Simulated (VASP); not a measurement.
# CaO (Cmcm) in VASP: notebook, part 5 of 5

VASP 6.6.1.

### 6 Single point, PBE

INCAR

```
SYSTEM = CaO
ALGO = Normal
EDIFF = 1E-6
ENCUT = 520
GGA = PE
ISIF = 2
ISMEAR = 0
LASPH = .TRUE.
LCHARG = .FALSE.
LREAL = .FALSE.
LWAVE = .FALSE.
NBANDS = 24
NELM = 60
PREC = Accurate
SIGMA = 0.05
```

KPOINTS

```
k-points
0
G
  9 9 6
  0 0 0
```

POSCAR

```
CaO
1.0
    3.8577024706      0.0000000000      0.0000000000
   -1.9288512353      3.5954305074      0.0000000000
    0.0000000000      0.0000000000      4.8077584735
Ca O
2 2
Direct
    0.3333333333      0.6666666667      0.7500000000
    0.6666666667      0.3333333333      0.2500000000
    0.3333333333      0.6666666667      0.2500000000
    0.6666666667      0.3333333333      0.7500000000
```

Potentials or basis: VASP PAW PBE potentials, release 64 (Ca_sv, O).

On the command line:

```console
cat potpaw_PBE.64/Ca_sv/POTCAR potpaw_PBE.64/O/POTCAR > POTCAR
mpirun -np 1 vasp_std > vasp.out
```

OUTCAR:

```text
SYSTEM = CaO
   EDIFF = 1E-6
   ENCUT = 520
   GGA = PE
   ISIF = 2
   ISMEAR = 0
   LASPH = .TRUE.
   LREAL = .FALSE.
   NELM = 60
   PREC = Accurate

 ion  position               nearest neighbor table
   1  0.333  0.667  0.750-   4 2.27   4 2.27   4 2.40   3 2.40   3 2.40
   2  0.667  0.333  0.250-   3 2.27   3 2.27   3 2.40   4 2.40   4 2.40
   3  0.333  0.667  0.250-   2 2.27   2 2.27   2 2.40   1 2.40   1 2.40
   4  0.667  0.333  0.750-   1 2.27   1 2.27   1 2.40   2 2.40   2 2.40

  LATTYP: Found a base centered orthorhombic cell.
 ALAT       =     3.8577024706
 B/A-ratio  =     1.8640268579
 C/A-ratio  =     1.2462750848

  Lattice vectors:

 A1 = (   1.9288512353,  -3.5954305074,   0.0000000000)
 A2 = (   1.9288512353,   3.5954305074,   0.0000000000)
 A3 = (   0.0000000000,   0.0000000000,   4.8077584735)

Analysis of symmetry for initial positions (statically):
=====================================================================
 Subroutine PRICEL returns:
 Original cell was already a primitive cell.

 Routine SETGRP: Setting up the symmetry group for a
 base centered orthorhombic supercell.

 Subroutine GETGRP returns: Found  8 space group operations
 (whereof  4 operations were pure point group operations)
 out of a pool of  8 trial point group operations.

The static configuration has the point symmetry C_2h.
 The point group associated with its full space group is D_2h.

Analysis of symmetry for dynamics (positions and initial velocities):
=====================================================================
 Subroutine PRICEL returns:
 Original cell was already a primitive cell.

 Routine SETGRP: Setting up the symmetry group for a
 base centered orthorhombic supercell.

 Subroutine GETGRP returns: Found  8 space group operations
[... 118 lines left out ...]
   PSTRESS=    0.0 pullay stress
   NELECT =      32.0000    total number of electrons
   NUPDOWN=      -1.0000    fix difference up-down
   EMIN   =  10.00;   EMAX   =-10.00  energy-range for DOS
   EFERMI =   0.00;   METHOD = LEGACY
   ISMEAR =     0;   SIGMA  =   0.05  broadening in eV -4-tet -1-fermi 0-gaus
   EFERMI_NEDOS =   21; number of points for ismear=-14 and -15
   IALGO  =     38    algorithm
   IMIX   =      4    mixing-type and parameters
     AMIX     =   0.40;   BMIX     =  1.00
     AMIX_MAG =   1.60;   BMIX_MAG =  1.00
  volume/ion in A,a.u.               =      16.67       112.50
  Fermi-wavevector in a.u.,A,eV,Ry     =   1.281693  2.422049 22.350799  1.642737
  Thomas-Fermi vector in A             =   2.414048
   LORBIT       =      0    0 simple, 1 ext, 2 COOP (PROOUT), +10 PAW based schemes
   GGA     = PE    functional components
   LHFCALC =     F    Hartree Fock is set to
   AEXX    =    0.0000 exact exchange contribution
   IVDW    =     0    specifies the selected vdW correction
   LEPSILON=     F    determine dielectric tensor
   LRPA    =     F    only Hartree local field effects (RPA)
 non-spin polarized calculation
 Gauss-broadening in eV      SIGMA  =   0.05
  energy-cutoff  :      520.00
  volume of cell :       66.68
 maximum number of plane-waves:      1814
 NGX is ok and might be reduce to    30
   NGX = 15   NGY = 15   NGZ = 17

 number of electron      31.9999979 magnetization

 Free energy of the ion-electron system (eV)
  ---------------------------------------------------
  ext. energy  EPLUGINS =         0.00000000
  ---------------------------------------------------
  free energy    TOTEN  =       -25.30687308 eV

  energy without entropy =      -25.30687308  energy(sigma->0) =      -25.30687308

 E-fermi :   1.5541     XC(G=0):  -9.3515

 val. band max:        1.2872576473   @ k =   0.0000   0.0000   0.0000
 cond. band min:       4.4289795994   @ k =   0.0000   0.0000   0.0000
 fundamental gap:      3.1417219521
 Fermi energy:         1.5540782357

 k-point     1 :       0.0000    0.0000    0.0000
  band No.  band energies     occupation
      1     -36.3978      2.00000
      2     -36.2727      2.00000
      3     -17.7239      2.00000
      4     -17.4983      2.00000
      5     -17.4951      2.00000
      6     -17.3176      2.00000
[... 637 lines left out ...]
     23       9.5540      0.00000
     24       9.6746      0.00000

 [... further k-points ...]
[... 5 lines left out ...]
  --------------------------------------------------------------------------------------
  -------------------------------------------------------------------------------------
  Total        1.5346798     -0.7828455      0.2208072      0.0000000     -0.0000000      0.0000000
  in kB       36.8727974    -18.8089425      5.3051983      0.0000000     -0.0000000      0.0000000
  external PRESSURE =       7.7896844 kB  Pullay stress =       0.0000000 kB

 VOLUME and BASIS-vectors are now :
 -----------------------------------------------------------------------------
  energy-cutoff  :      520.00
  volume of cell :       66.68
      direct lattice vectors                 reciprocal lattice vectors
     3.857702471  0.000000000  0.000000000     0.259221650  0.139065405  0.000000000
    -1.928851235  3.595430507  0.000000000     0.000000000  0.278130810  0.000000000
     0.000000000  0.000000000  4.807758473     0.000000000  0.000000000  0.207997137

 POSITION                                       TOTAL-FORCE (eV/Angst)
 -----------------------------------------------------------------------------------
     -0.00000      2.39695      3.60582        -0.000000      0.404546      0.000000
      1.92885      1.19848      1.20194         0.000000     -0.404546      0.000000
     -0.00000      2.39695      1.20194         0.000000      0.304966      0.000000
      1.92885      1.19848      3.60582         0.000000     -0.304966     -0.000000
 -----------------------------------------------------------------------------------
    total drift:                               -0.000000      0.000000     -0.000000

  FREE ENERGIE OF THE ION-ELECTRON SYSTEM (eV)
  ---------------------------------------------------
  free  energy   TOTEN  =       -25.3068730828 eV

  energy  without entropy=      -25.3068730828  energy(sigma->0) =      -25.30687308
```

OSZICAR:

```text
N       E                     dE             d eps       ncg     rms          rms(c)
DAV:   1     0.321651876636E+03    0.32165E+03   -0.16463E+04  4800   0.133E+03
DAV:   2    -0.359444292378E+01   -0.32525E+03   -0.30629E+03  5624   0.385E+02
DAV:   3    -0.291965135282E+02   -0.25602E+02   -0.25428E+02  7760   0.103E+02
DAV:   4    -0.300743857109E+02   -0.87787E+00   -0.87647E+00  6800   0.170E+01
DAV:   5    -0.300979453932E+02   -0.23560E-01   -0.23559E-01  6856   0.200E+00    0.131E+01
DAV:   6    -0.254373933753E+02    0.46606E+01   -0.22239E+01  6832   0.301E+01    0.548E+00
DAV:   7    -0.253548846266E+02    0.82509E-01   -0.25583E+00  6336   0.105E+01    0.282E+00
DAV:   8    -0.253135592625E+02    0.41325E-01   -0.35640E-01  6600   0.457E+00    0.921E-01
DAV:   9    -0.253029668003E+02    0.10592E-01   -0.96980E-02  6160   0.188E+00    0.227E-01
DAV:  10    -0.253070003408E+02   -0.40335E-02   -0.98823E-03  5384   0.673E-01    0.138E-01
DAV:  11    -0.253070663589E+02   -0.66018E-04   -0.61689E-03  6224   0.422E-01    0.110E-01
DAV:  12    -0.253068687646E+02    0.19759E-03   -0.11666E-03  5568   0.238E-01    0.112E-02
DAV:  13    -0.253068719365E+02   -0.31719E-05   -0.48280E-05  6520   0.527E-02    0.608E-03
DAV:  14    -0.253068732833E+02   -0.13468E-05   -0.53370E-06  5096   0.150E-02    0.204E-03
DAV:  15    -0.253068730828E+02    0.20053E-06   -0.40164E-07  4560   0.528E-03
   1 F= -.25306873E+02 E0= -.25306873E+02  d E =-.249022E-16
```

stdout:

```text
POSCAR found type information on POSCAR CaO
 POSCAR found :  2 types and       4 ions
 scaLAPACK will be used
 LDA part: xc-table for (Slater+PW92), standard interpolation
 POSCAR, INCAR and KPOINTS ok, starting setup
 FFT: planning ... GRIDC
 FFT: planning ... GRID_SOFT
 FFT: planning ... GRID
 WAVECAR not read
 entering main loop
```

It took 3.1 min on 1 thread of AMD EPYC 7R43 (Zen 3), shared host; peak memory 0.23 GiB.

Results:

| Item | Value |
| --- | --- |
| Free energy | -25.3069 eV |
| Pressure | 0.8 GPa |
| Largest force | 0.405 eV/Å |
| Band gap on the k mesh | 3.14 eV, direct |

Forces on the atoms (eV/Å):
```
Ca   0.000  0.405  0.000
Ca   0.000 -0.405  0.000
O    0.000  0.305  0.000
O    0.000 -0.305  0.000
```

Stress tensor (GPa, compression positive):
```
 3.69  0.00  0.00
 0.00 -1.88  0.00
 0.00  0.00  0.53
```

Caveat: the cell differs from its parent crystal (strain +e along x and -e along y -0.0367, strain +e along z and -e/2 along x and y +0.0000).

### 7 The runs side by side

| cell | gap on the mesh (eV) | pressure (GPa) | largest force (eV/Å) |
| --- | --- | --- | --- |
| a = 3.631, b = 4.079, c = 5.000 Å, angles 90.0, 90.0, 116.4°, 4 atoms | 3.31 | 2.2 | 0.92 |
| a = 4.378, b = 3.946, c = 4.615 Å, angles 90.0, 90.0, 123.7°, 4 atoms | 2.98 | 3.1 | 0.99 |
| a = 3.804, b = 4.027, c = 4.936 Å, angles 90.0, 90.0, 118.2°, 4 atoms | 3.23 | 0.9 | 0.46 |
| a = 4.205, b = 3.987, c = 4.679 Å, angles 90.0, 90.0, 121.8°, 4 atoms | 3.01 | 1.4 | 0.45 |
| a = 3.858, b = 4.080, c = 4.808 Å, angles 90.0, 90.0, 118.2°, 4 atoms | 3.14 | 0.8 | 0.40 |

Alike in all rows: task single point; level PBE; potentials or basis VASP PAW PBE potentials, release 64 (Ca_sv, O); no spin polarisation; k mesh 9 × 9 × 6; cutoff (eV) 520; smearing gaussian 0.05 eV.

Total energies depend on the potentials used, so only differences within one code and one set of settings carry meaning.
